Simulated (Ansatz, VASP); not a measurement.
# Two plane-wave programs on SiC

File POSCAR:

```
SiC
1.0
    0.0000000000      2.1780523469      2.1780523469
    2.1780523469      0.0000000000      2.1780523469
    2.1780523469      2.1780523469      0.0000000000
Si C
1 1
Direct
    0.0000000000      0.0000000000      0.0000000000
    0.2500000000      0.2500000000      0.2500000000
```

File INCAR.step1:

```
SYSTEM = SiC
ALGO     = Normal         ! electronic algorithm
EDIFF    = 1E-5           ! SCF threshold, eV
ENCUT    = 520            ! plane-wave cutoff, eV
GGA      = PE             ! functional
ISIF     = 2              ! what is computed and relaxed
ISMEAR   = 0              ! smearing method
LASPH    = .TRUE.         ! aspherical terms in the spheres
LCHARG   = .FALSE.        ! write CHGCAR
LREAL    = .FALSE.        ! projectors in reciprocal space
LWAVE    = .TRUE.         ! write WAVECAR
NBANDS   = 11             ! bands
NELM     = 60             ! most SCF steps
PREC     = Accurate       ! precision mode
SIGMA    = 0.01           ! smearing width, eV
```

The input INCAR.step2:

```
SYSTEM = SiC
ALGO     = Normal         ! electronic algorithm
EDIFF    = 1E-6           ! SCF threshold, eV
ENCUT    = 520            ! plane-wave cutoff, eV
GGA      = PE             ! functional
HFSCREEN = 0.2079         ! screening, 1/A
ISIF     = 2              ! what is computed and relaxed
ISMEAR   = 0              ! smearing method
ISTART   = 1            
LASPH    = .TRUE.         ! aspherical terms in the spheres
LCHARG   = .FALSE.        ! write CHGCAR
LHFCALC  = .TRUE.         ! exact exchange
LREAL    = .FALSE.        ! projectors in reciprocal space
LWAVE    = .FALSE.        ! write WAVECAR
NBANDS   = 11             ! bands
NELM     = 60             ! most SCF steps
PREC     = Accurate       ! precision mode
PRECFOCK = Normal       
SIGMA    = 0.01           ! smearing width, eV
```

Contents of KPOINTS:

```
k-points
0
G
  8 8 8
  0 0 0
```

Input for Ansatz:

```yaml
crystal:
  lattice:
    - [0.0, 2.1780523469, 2.1780523469]
    - [2.1780523469, 0.0, 2.1780523469]
    - [2.1780523469, 2.1780523469, 0.0]
  atoms:
    - { symbol: Si, position: [0.0, 0.0, 0.0] }
    - { symbol: C, position: [0.25, 0.25, 0.25] }
kpoints:
  mp_grid: { grid: [8, 8, 8] }
  band_path:
    path:
      - [0.0, 0.0, 0.0]
      - [-0.5, -0.5, 0.0]
      - [-0.375, -0.375, 0.25]
      - [-0.375, 0.0, 0.375]
      - [0.0, 0.0, 0.5]
      - [-0.5, -0.25, 0.25]
      - [0.0, 0.5, 0.5]
    npoints: 1
hamiltonian:
  xc: hse06
scf:
  occupations: { method: fixed }
  n_extra_bands: 4
output:
  forces: true
  stress: true
  eigenvalues: true
```

Alike in both runs: task single point; functional HSE06; k mesh 8 × 8 × 8; no spin polarisation.

|  | VASP | Ansatz |
| --- | --- | --- |
| version | VASP 6.6.1 | Ansatz 0.2.0 |
| potentials or method | VASP PAW PBE potentials, release 64 (Si, C) | plane waves, PAW |
| plane-wave cutoff (eV) | 520 | 420 |
| occupations | gaussian, width 0.01 eV | fixed |
| valence electrons in the cell | 8 | 8 |

Ansatz gave:

| Quantity | Value |
| --- | --- |
| gap on the k mesh at the Fermi level (eV) | 2.23 |
| pressure (GPa) | -1.1 |

What did VASP give for the same quantities?

gap on the k mesh at the Fermi level (eV): 2.23; pressure (GPa): -1.5.

Ansatz's warnings: stress exchange threshold loose, stress scf threshold loose.
